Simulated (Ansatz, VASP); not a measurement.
## One calculation of Si, two programs

INCAR

```
SYSTEM = Si
PREC = Accurate
ENCUT = 520
EDIFF = 1E-6
ISMEAR = 0
SIGMA = 0.1
LREAL = .FALSE.
LASPH = .TRUE.
NELM = 80
ALGO = Normal
ISIF = 2
LWAVE = .FALSE.
LCHARG = .FALSE.
LDIPOL = .TRUE.
IDIPOL = 3
DIPOL = 0.5 0.5 0.374
GGA = PE
IVDW = 12
NBANDS = 16
```

KPOINTS

```
regular mesh
0
G
  9 9 1
  0 0 0
```

POSCAR

```
Si
1.0
    3.8475254730      0.0000000000      0.0000000000
   -1.9237627365      3.3320548013      0.0000000000
    0.0000000000      0.0000000000     18.4415958255
Si
4
Direct
    0.3333333333      0.6666666667      0.2695427207
    0.6666666667      0.3333333333      0.2440135899
    0.0000000000      1.5000000000      0.5038390340
    0.3333333333      1.1666666667      0.4783099031
```

Input for Ansatz:

```yaml
crystal:
  lattice:
    - [3.847525473, 0.0, 0.0]
    - [-1.9237627365, 3.3320548013, 0.0]
    - [0.0, 0.0, 18.4415958255]
  atoms:
    - { symbol: Si, position: [0.3333333333, 0.6666666667, 0.2695427207] }
    - { symbol: Si, position: [0.6666666667, 0.3333333333, 0.2440135899] }
    - { symbol: Si, position: [0.0, 1.5, 0.503839034] }
    - { symbol: Si, position: [0.3333333333, 1.1666666667, 0.4783099031] }
basis:
  ecutwfc: 420
kpoints:
  mp_grid: { grid: [9, 9, 1] }
hamiltonian:
  xc: pbe
  pseudopotentials: { kind: paw, azcp: { folder: soft_1 } }
  dispersion: d3bj
scf:
  occupations: { method: gaussian, width: 0.1 }
output:
  forces: true
  eigenvalues: true
  write_density: true
  write_potential: true
  elf: true
  volumetric_format: npy
efield:
  axis: 3
  dipole_correction: true
  ramp_width: 0.04
```

Alike in both runs: task single point; functional PBE; dispersion D3(BJ); k mesh 9 × 9 × 1; occupations gaussian, width 0.1 eV; no spin polarisation.

|  | VASP | Ansatz |
| --- | --- | --- |
| version | VASP 6.6.1 | Ansatz 0.2.0 |
| potentials or method | VASP PAW PBE potentials, release 64 (Si), cutoff 520 eV | scalar-relativistic, plane waves, PAW |
| valence electrons in the cell | 16 | 16 |

```csv
,VASP,Ansatz,Ansatz less VASP
gap on the k mesh at the Fermi level (eV),0.54,0.54,0.000
least direct gap on the mesh (eV),0.62,0.62,0.000
rms of the force components (eV/Å),0.056,0.058,+0.0014
```

Atom by atom the forces differ by 0.003 eV/Å (rms over components).
